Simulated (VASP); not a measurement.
Runs of VASP 6.6.1 on Sb. The structure is that of space group R-3m (No. 166), or close to it. The cells are those of the table. 

```csv
task,cell,k mesh,cutoff (eV),smearing,gap on the mesh (eV),pressure (GPa),largest force (eV/Å)
relaxation of cell and atoms,"relaxed to 6.4 GPa from a = 4.270 Å, angles 58.9°, 2 atoms",6 × 6 × 6,600,gaussian 0.1 eV,none,6.6,0.04
single point,"a = 4.446 Å, angles 58.2°, 2 atoms",12 × 12 × 12,520,gaussian 0.1 eV,none,0.1,0.04
single point,"a = 4.439 Å, angles 58.2°, 2 atoms",12 × 12 × 12,520,fermi-dirac 0.15 eV,none,0.1,0.04
single point,"a = 4.270 Å, angles 58.9°, 2 atoms",6 × 6 × 6,520,gaussian 0.1 eV,none,6.6,0.04
relaxation of cell and atoms,"relaxed to 6.4 GPa from a = 4.507 Å, angles 57.1°, 2 atoms",6 × 6 × 6,600,gaussian 0.1 eV,none,6.4,-
single point,"a = 4.507 Å, angles 57.1°, 2 atoms",6 × 6 × 6,520,gaussian 0.1 eV,none,(a),0.11
electric field gradients,"a = 4.439 Å, angles 58.2°, 2 atoms",12 × 12 × 12,520,fermi-dirac 0.15 eV,none,0.1,0.04
```

Alike in all rows: level PBE+D3(BJ); potentials or basis VASP PAW PBE potentials, release 64 (Sb); no spin polarisation.

**Question.** Fill in the values left out.

**Answer.** (a) 0.2.

Caveats: spin-orbit coupling is left out, which moves the levels of the heavy elements; pairwise dispersion overbinds metals, which lowers pressure and volume; the cell is relaxed towards a set pressure, so the enthalpy falls and the energy may rise (some runs); the relaxation stopped at a loose force limit of 0.05 eV/Å, so its end isn't a converged minimum (some runs); the relaxation stopped at its first step, so nothing moved (some runs).

A k mesh can miss the band edges, and the runs leave out spin-orbit coupling on Sb.

A gap of «none» marks levels without a gap at the run's occupations.
